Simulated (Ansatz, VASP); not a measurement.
TaN in VASP and in Ansatz

```
Ta N
1.0
     2.99562    0.00000    0.00000
    -1.49781    2.59428    0.00000
     0.00000    0.00000    2.93954
Ta N
1 1
Direct
  0.33333 0.66667 0.50000
  0.00000 0.00000 0.00000
```

Change from the starting cell: volume scaled by 1.06.

Alike in both runs: task single point; functional LDA; k mesh 12 × 12 × 10; occupations fermi-dirac, width 0.02 eV; no spin polarisation.

|  | VASP | Ansatz |
| --- | --- | --- |
| version | VASP 6.6.1 | Ansatz 0.2.0 |
| potentials or method | VASP PAW LDA potentials, release 64 (Ta_pv, N), cutoff 520 eV | all-electron LAPW, scalar-relativistic |

```tsv
	VASP	Ansatz	Ansatz less VASP
pressure (GPa)	-27.1	-28.3	-1.19
traceless stress, the component that is largest in VASP (GPa)	-2.29	-2.37	-0.079
```

LDA's correlation is that of Perdew and Zunger in VASP and of Perdew and Wang (1992) in Ansatz. Ansatz ran all-electron here, and VASP with PAW potentials.

Spin-orbit coupling is off throughout.
